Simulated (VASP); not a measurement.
The system is Bi.

```
CELL_PARAMETERS angstrom
2.26750 1.30914 3.93800
-2.26750 1.30914 3.93800
0.00000 -2.61828 3.93800
ATOMIC_POSITIONS crystal
Bi 0.22653 0.22749 0.24034
Bi 0.76885 0.79018 0.77398
```

```yaml
Program: VASP 6.6.1
Task: relaxation of cell and atoms
Functional: PBE
Potentials_or_basis: VASP PAW PBE potentials, release 64 (Bi_d)
Cutoff: 600 eV
k_mesh: 6 × 6 × 6
Occupations: fermi-dirac, width 0.05 eV
Spin: no spin polarisation
```

At the start: pressure 4.2 GPa; volume 35.07 Å³/atom.

Q: Where does the relaxation end?

A: Over 13 steps the energy falls by 63.1 meV/atom and the volume is 36.99 Å³/atom (+5.5 %); space group C2/m (No. 12, to 0.05 Å).

Step by step:
| step | energy change (eV) | largest force (eV/Å) | pressure (GPa) | volume (Å³) |
| --- | --- | --- | --- | --- |
| 1 | 0.0000 | 1.0869 | 4.25 | 70.14 |
| 2 | -0.0679 | 0.1717 | -2.59 | 79.99 |
| 3 | -0.1090 | 0.2573 | -0.40 | 75.93 |
| 4 | -0.1189 | 0.1652 | -0.30 | 75.34 |
| 5 | -0.1253 | 0.0501 | -0.13 | 74.59 |
| 6 | -0.1258 | 0.0194 | -0.08 | 74.30 |
| 7 | -0.1259 | 0.0211 | 0.05 | 74.04 |
| 8 | -0.1260 | 0.0179 | 0.03 | 74.10 |
| 9 | -0.1260 | 0.0109 | -0.01 | 74.09 |
| 10 | -0.1261 | 0.0072 | -0.07 | 74.06 |
| 11 | -0.1261 | 0.0049 | -0.03 | 74.07 |
| 12 | -0.1261 | 0.0111 | 0.01 | 73.92 |
| 13 | -0.1261 | 0.0061 | -0.01 | 73.98 |

Final structure:
```yaml
crystal:
  lattice:
    - [2.26727, 1.34388, 4.05503]
    - [-2.31917, 1.34470, 4.08488]
    - [-0.02520, -2.62612, 4.04872]
  atoms:
    - { symbol: Bi, position: [0.23245, 0.23600, 0.24361] }
    - { symbol: Bi, position: [0.76292, 0.78167, 0.77071] }
```
